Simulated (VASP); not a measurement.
InSe, 8 atoms in the cell. The cell holds a slab with vacuum, 8 atoms: a = 4.027 Å, b = 4.027 Å, c = 28.271 Å, α = 90.00°, β = 90.00°, γ = 120.00°. 

* Program: VASP 6.6.1
* Task: single point
* Functional: PBE
* Dispersion: D3(BJ)
* Potentials or basis: VASP PAW PBE potentials, release 64 (Se, In_d)
* Cutoff: 520 eV
* k mesh: 9 × 9 × 1
* Occupations: gaussian, width 0.05 eV
* Spin: no spin polarisation
* Dipole correction: yes
* Further INCAR settings: ALGO = Normal; EDIFF = 1e-06; NBANDS = 48

Potentials or basis: VASP PAW PBE potentials, release 64 (Se, In_d).

Launch:

```bash
$ cat potpaw_PBE.64/Se/POTCAR potpaw_PBE.64/In_d/POTCAR > POTCAR
$ mpirun -np 1 vasp_std > vasp.out
```

Hardware: 1 thread of Intel Xeon 6975P-C, on a shared host.

Question: Estimate the wall time of this run.

Answer: Run time: 6.4 min on 1 thread of Intel Xeon 6975P-C, with other jobs on the host, peak memory 0.52 GiB. Counts: scf iterations 23, k points 12.
